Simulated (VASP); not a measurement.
# Fe (Fd-3m) in VASP: a series of runs

Runs on Fe. Level: LDA. Tasks: relaxation of cell and atoms.

Everything below comes from runs of VASP 6.6.1. Logs are shortened: lines on timing, memory, paths and dates and some standing lists are left out, and cuts for length are marked.

### Step 1. The cell of the first run

Symmetry: Fd-3m, No. 227, cubic system. The conventional cell has a = 4.726 Å, b = 4.726 Å, c = 4.726 Å, α = 90.00°, β = 90.00°, γ = 90.00°. Fe (site symmetry -43m) has 4 Fe at 2.05 Å within 2.7 Å.

### Step 2. Relaxation of cell and atoms, LDA, collinear spin, ferromagnetic start, target pressure -2.4 GPa, at which the enthalpy is minimised

INCAR

```
PREC     = Accurate       # precision mode
ENCUT    = 600            # plane-wave cutoff, eV
EDIFF    = 1E-7           # SCF threshold, eV
ISMEAR   = -1             # smearing method
SIGMA    = 0.1            # smearing width, eV
LREAL    = False          # projectors in reciprocal space
LASPH    = True           # aspherical terms in the spheres
NELM     = 150            # most SCF steps
ALGO     = Normal         # electronic algorithm
ISIF     = 3              # what is computed and relaxed
LWAVE    = False          # write WAVECAR
LCHARG   = False          # write CHGCAR
ISPIN    = 2              # spin polarisation
MAGMOM   = 2.5 2.5        # initial moments
LORBIT   = 11             # projections on sites
LMAXMIX  = 4              # l up to which the mixer works
IBRION   = 2              # ionic algorithm
NSW      = 60             # ionic steps
EDIFFG   = -0.005         # ionic threshold
PSTRESS  = -24.0
```

KPOINTS

```
Automatic mesh
0
Gamma
  14 14 14
```

POSCAR

```
Fe
1.0
    0.0000000000      2.3630590391      2.3630590391
    2.3630590391      0.0000000000      2.3630590391
    2.3630590391      2.3630590391      0.0000000000
Fe
2
Direct
   -0.1250000000     -0.1250000000     -0.1250000000
    0.1250000000      0.1250000000      0.1250000000
```

Potentials or basis: VASP PAW LDA potentials, release 64 (Fe).

Run with:

```
$ cat potpaw_LDA.64/Fe/POTCAR > POTCAR
$ mpirun -np 1 vasp_std > vasp.out
```

OUTCAR:

```text
PREC = Accurate
   ENCUT = 600
   EDIFF = 1E-7
   ISMEAR = -1
   LREAL = False
   LASPH = True
   NELM = 150
   ISIF = 3
   ISPIN = 2
   LORBIT = 11
   IBRION = 2
   NSW = 60
   EDIFFG = -0.005
   PSTRESS = -24.0

 ion  position               nearest neighbor table
   1  0.875  0.875  0.875-   2 2.05   2 2.05   2 2.05   2 2.05
   2  0.125  0.125  0.125-   1 2.05   1 2.05   1 2.05   1 2.05

  LATTYP: Found a face centered cubic cell.
 ALAT       =     4.7261180782

  Lattice vectors:

 A1 = (   0.0000000000,   2.3630590391,   2.3630590391)
 A2 = (   2.3630590391,   0.0000000000,   2.3630590391)
 A3 = (   2.3630590391,   2.3630590391,   0.0000000000)

Analysis of symmetry for initial positions (statically):
=====================================================================
 Subroutine PRICEL returns:
 Original cell was already a primitive cell.

 Routine SETGRP: Setting up the symmetry group for a
 face centered cubic supercell.

 Subroutine GETGRP returns: Found 48 space group operations
 (whereof 12 operations were pure point group operations)
 out of a pool of 48 trial point group operations.

The static configuration has the point symmetry D_3d.
 The point group associated with its full space group is O_h .

Analysis of symmetry for dynamics (positions and initial velocities):
=====================================================================
 Subroutine PRICEL returns:
 Original cell was already a primitive cell.

 Routine SETGRP: Setting up the symmetry group for a
 face centered cubic supercell.

 Subroutine GETGRP returns: Found 48 space group operations
 (whereof 12 operations were pure point group operations)
 out of a pool of 48 trial point group operations.

The dynamic configuration has the point symmetry D_3d.
 The point group associated with its full space group is O_h .

Analysis of structural, dynamic, and magnetic symmetry:
=====================================================================
 Subroutine PRICEL returns:
 Original cell was already a primitive cell.

 Routine SETGRP: Setting up the symmetry group for a
 face centered cubic supercell.

 Subroutine GETGRP returns: Found 48 space group operations
 (whereof 12 operations were pure point group operations)
 out of a pool of 48 trial point group operations.

The overall configuration has the point symmetry D_3d.
 The point group associated with its full space group is O_h .

 Subroutine INISYM returns: Found 48 space group operations
 (whereof 12 operations are pure point group operations),
 and found     1 'primitive' translations
[... 120 lines left out ...]
   GGA     = CA    functional components
   LHFCALC =     F    Hartree Fock is set to
   AEXX    =    0.0000 exact exchange contribution
   IVDW    =     0    specifies the selected vdW correction
   LEPSILON=     F    determine dielectric tensor
   LRPA    =     F    only Hartree local field effects (RPA)
 conjugate gradient relaxation of ions
 spin polarized calculation
  energy-cutoff  :      600.00
  volume of cell :       26.39
 maximum number of plane-waves:       903
   NGX = 13   NGY = 13   NGZ = 13

--------------------------------------- Ionic step        1  -------------------------------------------

 number of electron      15.9999991 magnetization       0.0018194

 number of electron      15.9999991 magnetization      -0.0001150

 Free energy of the ion-electron system (eV)
  ---------------------------------------------------
  ext. energy  EPLUGINS =         0.00000000
  ---------------------------------------------------
  free energy    TOTEN  =       -16.31879927 eV

  energy without entropy =      -16.24472385  energy(sigma->0) =      -16.28176156

------------------------ aborting loop because EDIFF is reached ----------------------------------------

  FORCE on cell =-STRESS in cart. coord.  units (eV):
  Direction    XX          YY          ZZ          XY          YZ          ZX
  --------------------------------------------------------------------------------------
  -------------------------------------------------------------------------------------
  Total        0.2048719      0.2048719      0.2048719      0.0000000      0.0000000     -0.0000000
  in kB       12.4376789     12.4376789     12.4376789      0.0000000      0.0000000     -0.0000000
  external PRESSURE =      36.4376789 kB  Pullay stress =     -24.0000000 kB
[... 67 lines left out ...]
 number of electron      15.9999994 magnetization      -0.0000006

 number of electron      15.9999994 magnetization       0.0000022

 Free energy of the ion-electron system (eV)
  ---------------------------------------------------
  ext. energy  EPLUGINS =         0.00000000
  ---------------------------------------------------
  free energy    TOTEN  =       -16.31671754 eV

  energy without entropy =      -16.24069961  energy(sigma->0) =      -16.27870858

 E-fermi :   4.0249     XC(G=0): -12.1752

 val. band max:        4.0244123662   @ k =  -0.2857   0.0714   0.0000
 cond. band min:       4.0259865824   @ k =  -0.4286   0.0714   0.0000
 fundamental gap:      0.0015742162
 Fermi energy:         4.0248880393

 spin component 1

 k-point     1 :       0.0000    0.0000    0.0000
  band No.  band energies     occupation
      1      -2.9366      1.00000
      2       0.9756      1.00000
      3       0.9756      1.00000
      4       1.3789      1.00000
      5       1.3789      1.00000
      6       1.3789      1.00000
      7       3.5759      0.98890
      8       3.5759      0.98890
      9       3.5759      0.98890
     10       5.4008      0.00000
     11       5.4008      0.00000
     12      19.0703      0.00000
     13      19.0703      0.00000
     14      19.0703      0.00000
[... 403 lines left out ...]
      4       1.4675      1.00000
      5       1.5620      1.00000
      6       2.1549      1.00000
      7       2.5409      1.00000
      8       3.7748      0.92418
      9       3.9774      0.61657
     10       4.9891      0.00006
     11       5.5645      0.00000
     12      11.7967      0.00000
     13      14.0706      0.00000
     14      15.9890      0.00000
     15      16.8593      0.00000

 [... further k-points ...]

 spin component 2

 k-point     1 :       0.0000    0.0000    0.0000
  band No.  band energies     occupation
      1      -2.9366      1.00000
      2       0.9756      1.00000
      3       0.9756      1.00000
      4       1.3789      1.00000
      5       1.3789      1.00000
      6       1.3789      1.00000
      7       3.5759      0.98890
      8       3.5759      0.98890
      9       3.5759      0.98890
     10       5.4008      0.00000
     11       5.4008      0.00000
     12      19.0703      0.00000
     13      19.0703      0.00000
     14      19.0703      0.00000
[... 448 lines left out ...]
  energy  without entropy=      -16.2406996123  energy(sigma->0) =      -16.27870858

  enthalpy is  TOTEN    =       -16.7200829588 eV   P V=       -0.4033654165

 reached required accuracy - stopping structural energy minimisation

 total charge

# of ion       s       p       d       tot
------------------------------------------
    1        0.614   0.478   6.543   7.635
    2        0.614   0.478   6.543   7.635
--------------------------------------------------
tot          1.227   0.956  13.086  15.269

 magnetization (x)

# of ion       s       p       d       tot
------------------------------------------
    1        0.000  -0.000  -0.000  -0.000
    2        0.000  -0.000  -0.000  -0.000
--------------------------------------------------
tot          0.000  -0.000  -0.000  -0.000
```

OSZICAR:

```text
N       E                     dE             d eps       ncg     rms          rms(c)
DAV:   1     0.908773280477E+02    0.90877E+02   -0.78692E+03  6264   0.149E+03
DAV:   2    -0.139042698354E+02   -0.10478E+03   -0.93537E+02  6261   0.252E+02
DAV:   3    -0.165960632233E+02   -0.26918E+01   -0.25973E+01  7423   0.614E+01
[... 26 lines left out ...]
DAV:   4    -0.163166962448E+02    0.15623E-02   -0.11794E-03  6804   0.332E-01    0.286E-02
DAV:   5    -0.163167144209E+02   -0.18176E-04   -0.45004E-05  7490   0.687E-02    0.163E-02
DAV:   6    -0.163167174120E+02   -0.29911E-05   -0.34170E-06  7276   0.253E-02    0.170E-03
DAV:   7    -0.163167175378E+02   -0.12577E-06   -0.94175E-08  4898   0.379E-03    0.371E-04
DAV:   8    -0.163167175423E+02   -0.45545E-08   -0.10422E-08  3190   0.962E-04
   3 F= -.16720083E+02 E0= -.16682074E+02  d E =-.595860E-02  mag=    -0.0000
```

CONTCAR:

```text
Fe
   1.00000000000000
     0.0000000000000000    2.3789720248918411    2.3789720248918411
     2.3789720248918411    0.0000000000000000    2.3789720248918411
     2.3789720248918411    2.3789720248918411   -0.0000000000000000
  Fe
     2
Direct
     0.8750000000000000    0.8750000000000000    0.8750000000000000
     0.1250000000000000    0.1250000000000000    0.1250000000000000

  0.00000000E+00  0.00000000E+00  0.00000000E+00
  0.00000000E+00  0.00000000E+00  0.00000000E+00
```

Run time: 3.4 min. Hardware: 1 thread of Intel Xeon Platinum 8259CL at 2.50GHz (Skylake/Cascade Lake), shared host; peak memory 0.21 GiB.

What came out:

* Free energy: -16.3167 eV
* Relaxed volume: 13.46 Å³/atom
* Relaxed cell: a = 3.364 Å, b = 3.364 Å, c = 3.364 Å, α = 60.00°, β = 60.00°, γ = 60.00°
* Space group after relaxing (to 0.05 Å): Fd-3m (No. 227)
* Energy change on relaxing (the enthalpy is what falls): +1.0 meV/atom
* Ionic steps: 3
* Pressure after relaxing: -2.4 GPa
* Band gap on the k mesh: zero (filled and empty bands overlap)
* Net moment: 0.00 μB per cell
* Valence electrons inside the program's atomic spheres: Fe 7.63

Step by step:
```
step  energy change (eV)  largest force (eV/Å)  pressure (GPa)  volume (Å³)
   1              0.0000                0.0000            1.24        26.39
   2              0.0191                0.0000           -6.22        27.55
   3              0.0021                0.0000           -2.42        26.93
```

Final structure:
```
CELL_PARAMETERS angstrom
0.00000 2.37897 2.37897
2.37897 0.00000 2.37897
2.37897 2.37897 0.00000
ATOMIC_POSITIONS crystal
Fe 0.87500 0.87500 0.87500
Fe 0.12500 0.12500 0.12500
```

Caveat: the starting moments collapsed, and a magnetic state may lie lower; the cell is relaxed towards a set pressure, so the enthalpy falls and the energy may rise.

### Step 3. Relaxation of cell and atoms, LDA, collinear spin, ferromagnetic start, target pressure -2.4 GPa, at which the enthalpy is minimised

This run uses another cell than the first one, of 13.62 Å³/atom, 1.032 times its volume.

INCAR

```
SYSTEM = Fe
PREC = Accurate
ENCUT = 600
EDIFF = 1E-7
ISMEAR = -1
SIGMA = 0.1
LREAL = .FALSE.
LASPH = .TRUE.
NELM = 150
ALGO = Normal
ISIF = 3
LWAVE = .FALSE.
LCHARG = .FALSE.
ISPIN = 2
MAGMOM = 2.5 2.5
LORBIT = 11
LMAXMIX = 4
GGA = CA
IBRION = 2
NSW = 32
EDIFFG = -0.005
PSTRESS = -24.0
```

KPOINTS

```
regular mesh
0
G
  14 14 14
  0 0 0
```

POSCAR

```
Fe
1.0
    0.0000000000      2.3883074488      2.3883074488
    2.3883074488      0.0000000000      2.3883074488
    2.3883074488      2.3883074488      0.0000000000
Fe
2
Direct
   -0.1250000000     -0.1250000000     -0.1250000000
    0.1250000000      0.1250000000      0.1250000000
```

Potentials or basis: VASP PAW LDA potentials, release 64 (Fe).

Run with:

```
$ cat potpaw_LDA.64/Fe/POTCAR > POTCAR
$ mpirun -np 1 vasp_std > vasp.out
```

Wall time 3.4 min (1 thread of Intel Xeon Platinum 8259CL at 2.50GHz (Skylake/Cascade Lake), shared host); peak memory 0.21 GiB.

Results (log left out):

```
Free energy                                            : -16.3172 eV
Relaxed volume                                         : 13.46 Å³/atom
Relaxed cell                                           : a = 3.364 Å, b = 3.364 Å, c = 3.364 Å, α = 60.00°, β = 60.00°, γ = 60.00°
Space group after relaxing (to 0.05 Å)                 : Fd-3m (No. 227)
Energy change on relaxing (the enthalpy is what falls) : -3.4 meV/atom
Ionic steps                                            : 3
Pressure after relaxing                                : -2.4 GPa
Band gap on the k mesh                                 : zero (filled and empty bands overlap)
Net moment                                             : 0.00 μB per cell
Valence electrons inside the program's atomic spheres  : Fe 7.63
```

Step by step:
```tsv
step	energy change (eV)	largest force (eV/Å)	pressure (GPa)	volume (Å³)
1	0.0000	0.0000	-4.41	27.25
2	-0.0096	0.0000	-0.09	26.58
3	-0.0068	0.0000	-2.40	26.92
```

Final structure:
```
CELL_PARAMETERS angstrom
0.00000 2.37889 2.37889
2.37889 0.00000 2.37889
2.37889 2.37889 0.00000
ATOMIC_POSITIONS crystal
Fe 0.87500 0.87500 0.87500
Fe 0.12500 0.12500 0.12500
```

Levels at points of the mesh, in eV from the Fermi level:
Spin up:
```tsv
k point	band 6	band 7	band 8	band 9	band 10	band 11
(0.00, 0.00, 0.00)	-2.65	-0.45	-0.45	-0.45	1.38	1.38
(0.50, 0.00, 0.00)	-2.69	-1.08	0.20	0.20	1.09	1.09
(0.50, 0.50, 0.00)	-1.37	-0.82	-0.82	1.31	1.31	2.97
```
Spin down:
| k point | band 6 | band 7 | band 8 | band 9 | band 10 | band 11 |
| --- | --- | --- | --- | --- | --- | --- |
| (0.00, 0.00, 0.00) | -2.65 | -0.45 | -0.45 | -0.45 | 1.38 | 1.38 |
| (0.50, 0.00, 0.00) | -2.69 | -1.08 | 0.20 | 0.20 | 1.09 | 1.09 |
| (0.50, 0.50, 0.00) | -1.37 | -0.82 | -0.82 | 1.31 | 1.31 | 2.97 |

Caveat: the starting moments collapsed, and a magnetic state may lie lower; the cell is relaxed towards a set pressure, so the enthalpy falls and the energy may rise.
